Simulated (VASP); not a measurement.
# SrTiO3 (Pm-3m) in VASP: a series of runs

Runs on SrTiO3. Level: LDA. Tasks: relaxation of cell and atoms.

Program: VASP 6.6.1. These are calculated values, not measurements. Logs are shortened: lines on timing, memory, paths and dates and some standing lists are left out, and cuts for length are marked.

### 1 The cell of the first run

It takes space group Pm-3m (No. 221, cubic). Conventional cell: a = 3.854 Å, b = 3.854 Å, c = 3.854 Å, α = 90.00°, β = 90.00°, γ = 90.00°. Within 3.6 Å of Sr (site symmetry m-3m) lie 12 O at 2.73 Å and 8 Ti at 3.34 Å. Within 2.6 Å of Ti (site symmetry m-3m) lie 6 O at 1.93 Å. O (site symmetry 4/mmm) has 2 Ti at 1.93 Å within 2.6 Å.

### 2 Relaxation of cell and atoms, LDA, target pressure -2 GPa, at which the enthalpy is minimised

INCAR reads:

```
PREC     = Accurate       # precision mode
ENCUT    = 600            # plane-wave cutoff, eV
EDIFF    = 1E-6           # SCF threshold, eV
ISMEAR   = 0              # smearing method
SIGMA    = 0.01           # smearing width, eV
LREAL    = False          # projectors in reciprocal space
LASPH    = True           # aspherical terms in the spheres
NELM     = 60             # most SCF steps
ALGO     = Normal         # electronic algorithm
ISIF     = 3              # what is computed and relaxed
LWAVE    = False          # write WAVECAR
LCHARG   = False          # write CHGCAR
GGA      = CA             # functional
IBRION   = 2              # ionic algorithm
NSW      = 100            # ionic steps
EDIFFG   = -0.002         # ionic threshold
PSTRESS  = -20.0
```

KPOINTS reads:

```
regular mesh
0
Gamma
  6 6 6
```

POSCAR reads:

```
SrTiO3
1.0
    3.8542043545      0.0000000000      0.0000000000
    0.0000000000      3.8542043545      0.0000000000
    0.0000000000      0.0000000000      3.8542043545
Sr Ti O
1 1 3
Direct
    0.5000000000      0.5000000000      0.5000000000
    0.0000000000      0.0000000000      0.0000000000
    0.5000000000      0.0000000000      0.0000000000
    0.0000000000      0.5000000000      0.0000000000
    0.0000000000      0.0000000000      0.5000000000
```

Potentials or basis: VASP PAW LDA potentials, release 64 (Sr_sv, Ti_sv, O).

Run with:

```
cat potpaw_LDA.64/Sr_sv/POTCAR potpaw_LDA.64/Ti_sv/POTCAR potpaw_LDA.64/O/POTCAR > POTCAR
mpirun -np 1 vasp_std > vasp.out
```

OUTCAR:

```text
PREC = Accurate
   ENCUT = 600
   EDIFF = 1E-6
   ISMEAR = 0
   LREAL = False
   LASPH = True
   NELM = 60
   ISIF = 3
   GGA = CA
   IBRION = 2
   NSW = 100
   EDIFFG = -0.002
   PSTRESS = -20.0

 ion  position               nearest neighbor table
   1  0.500  0.500  0.500-   3 2.73   4 2.73   5 2.73   3 2.73   4 2.73   3 2.73   5 2.73   3 2.73
                             4 2.73   5 2.73   4 2.73   5 2.73   2 3.34   2 3.34   2 3.34   2 3.34
   2  0.000  0.000  0.000-   3 1.93   4 1.93   5 1.93   5 1.93   4 1.93   3 1.93   1 3.34   1 3.34
                             1 3.34   1 3.34   1 3.34   1 3.34   1 3.34   1 3.34
   3  0.500  0.000  0.000-   2 1.93   2 1.93   1 2.73   1 2.73   1 2.73   1 2.73
   4  0.000  0.500  0.000-   2 1.93   2 1.93   1 2.73   1 2.73   1 2.73   1 2.73
   5  0.000  0.000  0.500-   2 1.93   2 1.93   1 2.73   1 2.73   1 2.73   1 2.73

  LATTYP: Found a simple cubic cell.
 ALAT       =     3.8542043545

  Lattice vectors:

 A1 = (   3.8542043545,   0.0000000000,   0.0000000000)
 A2 = (   0.0000000000,   3.8542043545,   0.0000000000)
 A3 = (   0.0000000000,   0.0000000000,   3.8542043545)

Analysis of symmetry for initial positions (statically):
=====================================================================
 Subroutine PRICEL returns:
 Original cell was already a primitive cell.

 Routine SETGRP: Setting up the symmetry group for a
 simple cubic supercell.

 Subroutine GETGRP returns: Found 48 space group operations
 (whereof 48 operations were pure point group operations)
 out of a pool of 48 trial point group operations.

The static configuration has the point symmetry O_h .

Analysis of symmetry for dynamics (positions and initial velocities):
=====================================================================
 Subroutine PRICEL returns:
 Original cell was already a primitive cell.

 Routine SETGRP: Setting up the symmetry group for a
 simple cubic supercell.

 Subroutine GETGRP returns: Found 48 space group operations
 (whereof 48 operations were pure point group operations)
 out of a pool of 48 trial point group operations.

The dynamic configuration has the point symmetry O_h .

 Subroutine INISYM returns: Found 48 space group operations
 (whereof 48 operations are pure point group operations),
 and found     1 'primitive' translations

----------------------------------------------------------------------------------------

                                     Primitive cell

  volume of cell :      57.2538

  direct lattice vectors                    reciprocal lattice vectors
[... 77 lines left out ...]
   NGXF,Y,Z  is equivalent  to a cutoff of  27.61, 27.61, 27.61 a.u.
 SYSTEM =  unknown system
   PREC   = accura    normal or accurate (medium, high low for compatibility)
   ISTART =      0    job   : 0-new  1-cont  2-samecut
   ICHARG =      2    charge: 1-file 2-atom 10-const
   ISPIN  =      1    spin polarized calculation?
   LNONCOLLINEAR =      F non collinear calculations
   LSORBIT =      F    spin-orbit coupling
   LASPH  =      T    aspherical Exc in radial PAW
   ENCUT  =  600.0 eV  44.10 Ry    6.64 a.u.   7.70  7.70  7.70*2*pi/ulx,y,z
   NELM   =     60;   NELMIN=  2; NELMDL= -5     # of ELM steps
   EDIFF  = 0.1E-05   stopping-criterion for ELM
   LREAL  =      F    real-space projection
   EDIFFG = -.2E-02   stopping-criterion for IOM
   NSW    =    100    number of steps for IOM
   IBRION =      2    ionic relax: 0-MD 1-quasi-New 2-CG
   NFREE  =      1    steps in history (QN), initial steepest desc. (CG)
   ISIF   =      3    stress and relaxation
   ISYM   =      2    0-nonsym 1-usesym 2-fastsym
   POTIM  = 0.5000    time-step for ionic-motion
   TEBEG  =    0.0;   TEEND  =   0.0 temperature during run
   PSTRESS=  -20.0 pullay stress
   NELECT =      40.0000    total number of electrons
   NUPDOWN=      -1.0000    fix difference up-down
   EMIN   =  10.00;   EMAX   =-10.00  energy-range for DOS
   EFERMI =   0.00;   METHOD = LEGACY
   ISMEAR =     0;   SIGMA  =   0.01  broadening in eV -4-tet -1-fermi 0-gaus
   EFERMI_NEDOS =   21; number of points for ismear=-14 and -15
   IALGO  =     38    algorithm
   IMIX   =      4    mixing-type and parameters
     AMIX     =   0.40;   BMIX     =  1.00
     AMIX_MAG =   1.60;   BMIX_MAG =  1.00
  volume/ion in A,a.u.               =      11.45        77.27
  Fermi-wavevector in a.u.,A,eV,Ry     =   1.452647  2.745105 28.710787  2.110183
  Thomas-Fermi vector in A             =   2.570005
   LORBIT       =      0    0 simple, 1 ext, 2 COOP (PROOUT), +10 PAW based schemes
   GGA     = CA    functional components
   LHFCALC =     F    Hartree Fock is set to
   AEXX    =    0.0000 exact exchange contribution
   IVDW    =     0    specifies the selected vdW correction
   LEPSILON=     F    determine dielectric tensor
   LRPA    =     F    only Hartree local field effects (RPA)
 conjugate gradient relaxation of ions
 non-spin polarized calculation
 Gauss-broadening in eV      SIGMA  =   0.01
  energy-cutoff  :      600.00
  volume of cell :       57.25
 maximum number of plane-waves:      1936
 NGX is ok and might be reduce to    32
   NGX = 15   NGY = 15   NGZ = 15

--------------------------------------- Ionic step        1  -------------------------------------------

 number of electron      39.9999999 magnetization

 Free energy of the ion-electron system (eV)
  ---------------------------------------------------
  ext. energy  EPLUGINS =         0.00000000
  ---------------------------------------------------
  free energy    TOTEN  =       -44.18277138 eV

  energy without entropy =      -44.18277138  energy(sigma->0) =      -44.18277138

------------------------ aborting loop because EDIFF is reached ----------------------------------------

  FORCE on cell =-STRESS in cart. coord.  units (eV):
  Direction    XX          YY          ZZ          XY          YZ          ZX
  --------------------------------------------------------------------------------------
  -------------------------------------------------------------------------------------
  Total        0.3037542      0.3037542      0.3037542      0.0000000      0.0000000      0.0000000
  in kB        8.5001898      8.5001898      8.5001898      0.0000000      0.0000000      0.0000000
  external PRESSURE =      28.5001898 kB  Pullay stress =     -20.0000000 kB
[... 110 lines left out ...]
--------------------------------------- Ionic step        4  -------------------------------------------

 number of electron      39.9999990 magnetization

 Free energy of the ion-electron system (eV)
  ---------------------------------------------------
  ext. energy  EPLUGINS =         0.00000000
  ---------------------------------------------------
  free energy    TOTEN  =       -44.17991221 eV

  energy without entropy =      -44.17991221  energy(sigma->0) =      -44.17991221

 E-fermi :   4.2098     XC(G=0): -11.9254

 val. band max:        4.0850331336   @ k =   0.5000   0.5000   0.5000
 cond. band min:       5.8766692044   @ k =   0.0000   0.0000   0.0000
 fundamental gap:      1.7916360708
 Fermi energy:         4.2098382232

 k-point     1 :       0.0000    0.0000    0.0000
  band No.  band energies     occupation
      1     -51.5427      2.00000
      2     -28.3346      2.00000
      3     -28.2129      2.00000
      4     -28.2129      2.00000
      5     -28.2129      2.00000
      6     -13.1366      2.00000
[... 565 lines left out ...]
  energy  without entropy=      -44.1799122099  energy(sigma->0) =      -44.17991221

  enthalpy is  TOTEN    =       -44.9050001948 eV   P V=       -0.7250879849

 reached required accuracy - stopping structural energy minimisation
```

OSZICAR:

```text
N       E                     dE             d eps       ncg     rms          rms(c)
DAV:   1     0.464378544929E+03    0.46438E+03   -0.23520E+04   960   0.203E+03
DAV:   2    -0.670978636772E+01   -0.47109E+03   -0.46117E+03  1144   0.524E+02
DAV:   3    -0.514434889341E+02   -0.44734E+02   -0.43745E+02  1136   0.155E+02
[... 36 lines left out ...]
       N       E                     dE             d eps       ncg     rms          rms(c)
DAV:   1    -0.441799363546E+02   -0.23606E-03   -0.65228E-04  1120   0.277E-01    0.453E-02
DAV:   2    -0.441799153393E+02    0.21015E-04   -0.78463E-05  1136   0.915E-02    0.156E-02
DAV:   3    -0.441799120475E+02    0.32918E-05   -0.20122E-05  1288   0.322E-02    0.560E-03
DAV:   4    -0.441799122099E+02   -0.16240E-06   -0.41402E-06   872   0.123E-02
   4 F= -.44905000E+02 E0= -.44905000E+02  d E =-.752908E-02
```

Run time: 28 s. Hardware: 1 thread of Intel Xeon 6975P-C (Granite Rapids), shared host; peak memory 0.18 GiB.

Results:

* Free energy: -44.1799 eV
* Relaxed volume: 11.62 Å³/atom
* Relaxed cell: a = 3.873 Å, b = 3.873 Å, c = 3.873 Å, α = 90.00°, β = 90.00°, γ = 90.00°
* Space group after relaxing (to 0.05 Å): Pm-3m (No. 221)
* Energy change on relaxing (the enthalpy is what falls): +0.6 meV/atom
* Ionic steps: 4
* Pressure after relaxing: -2.0 GPa
* Band gap on the k mesh: 1.79 eV, indirect (least direct gap 2.13 eV)

The path:
```tsv
step	energy change (eV)	largest force (eV/Å)	pressure (GPa)	volume (Å³)
1	0.0000	0.0000	0.85	57.25
2	0.0211	0.0000	-4.70	58.96
3	0.0031	0.0000	-2.04	58.10
4	0.0029	0.0000	-2.00	58.09
```

Final structure:
```
Sr Ti O
1.0
     3.87279    0.00000    0.00000
     0.00000    3.87279    0.00000
     0.00000    0.00000    3.87279
Sr Ti O
1 1 3
Direct
  0.50000 0.50000 0.50000
  0.00000 0.00000 0.00000
  0.50000 0.00000 0.00000
  0.00000 0.50000 0.00000
  0.00000 0.00000 0.50000
```

Caveat: the cell is relaxed towards a set pressure, so the enthalpy falls and the energy may rise. A k mesh can miss the band edges.

(Part 1 of 2 ends here.)
